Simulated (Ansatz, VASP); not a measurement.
**RbAs2 in VASP and in Ansatz**

INCAR

```
SYSTEM = RbAs2
ALGO     = Normal         ! electronic algorithm
EDIFF    = 1E-6           ! SCF threshold, eV
EDIFFG   = -0.04          ! ionic threshold
ENCUT    = 600            ! plane-wave cutoff, eV
GGA      = PE             ! functional
IBRION   = 2              ! ionic algorithm
ISIF     = 3              ! what is computed and relaxed
ISMEAR   = 0              ! smearing method
LASPH    = .TRUE.         ! aspherical terms in the spheres
LCHARG   = .FALSE.        ! write CHGCAR
LREAL    = .FALSE.        ! projectors in reciprocal space
LWAVE    = .FALSE.        ! write WAVECAR
NELM     = 80             ! most SCF steps
NSW      = 90             ! ionic steps
PREC     = Accurate       ! precision mode
SIGMA    = 0.1            ! smearing width, eV
```

Contents of KPOINTS:

```
k-points
0
G
  4 4 4
  0 0 0
```

Contents of POSCAR:

```
RbAs2
1.0
   -3.6919704861      3.6919704861      3.0732005049
    3.6919704861     -3.6919704861      3.0732005049
    3.6919704861      3.6919704861     -3.0732005049
Rb As
2 4
Direct
    0.2500000000      0.2500000000      0.0000000000
    0.7500000000      0.7500000000      0.0000000000
    0.6670000000      0.1670000000      0.8340000000
    0.1670000000      0.3330000000      0.5000000000
    0.3330000000      0.8330000000      0.1660000000
    0.8330000000      0.6670000000      0.5000000000
```

Input for Ansatz:

```yaml
crystal:
  lattice:
    - [-3.6919704861, 3.6919704861, 3.0732005049]
    - [3.6919704861, -3.6919704861, 3.0732005049]
    - [3.6919704861, 3.6919704861, -3.0732005049]
  atoms:
    - { symbol: Rb, position: [0.25, 0.25, 0.0] }
    - { symbol: Rb, position: [0.75, 0.75, 0.0] }
    - { symbol: As, position: [0.667, 0.167, 0.834] }
    - { symbol: As, position: [0.167, 0.333, 0.5] }
    - { symbol: As, position: [0.333, 0.833, 0.166] }
    - { symbol: As, position: [0.833, 0.667, 0.5] }
basis:
  ecutwfc: 420
kpoints:
  mp_grid: { grid: [4, 4, 4] }
hamiltonian:
  xc: pbe
scf:
  occupations: { method: gaussian, width: 0.1 }
  lower_state_search: "off"
output:
  forces: true
  stress: true
  eigenvalues: true
relax:
  adjacent_minimum: "off"
  f_tol: 0.04
  max_steps: 70
  cell: { stress_tol: 0.4 }
```

Alike in both runs: task relaxation of cell and atoms; functional PBE; k mesh 4 × 4 × 4; occupations gaussian, width 0.1 eV; no spin polarisation.

|  | VASP | Ansatz |
| --- | --- | --- |
| version | VASP 6.6.1 | Ansatz 0.2.0 |
| potentials or method | VASP PAW PBE potentials, release 64 (Rb_sv, As), cutoff 600 eV | scalar-relativistic, plane waves, PAW |
| valence electrons in the cell | 38 | 78 |

```tsv
	VASP	Ansatz	Ansatz less VASP
gap on the k mesh at the Fermi level, each at its own relaxed structure (eV)	none	none	-
relaxed volume (Å³/atom)	32.58	39.45	+6.865
relaxed length of the cell vector where the two differ most in proportion (Å)	6.480	6.945	+0.4649
```

A gap of «none» marks a metal or a gap that the smearing closes. One of these differences is far larger than is usual between the two programs; its cause wasn't traced. VASP's potentials hold 38 valence electrons a cell and Ansatz's 78, so a difference there can come from the potentials and not from the codes.

Noted on VASP's run: the volume moved by over 15 % at a fixed basis, so the end points are rough.
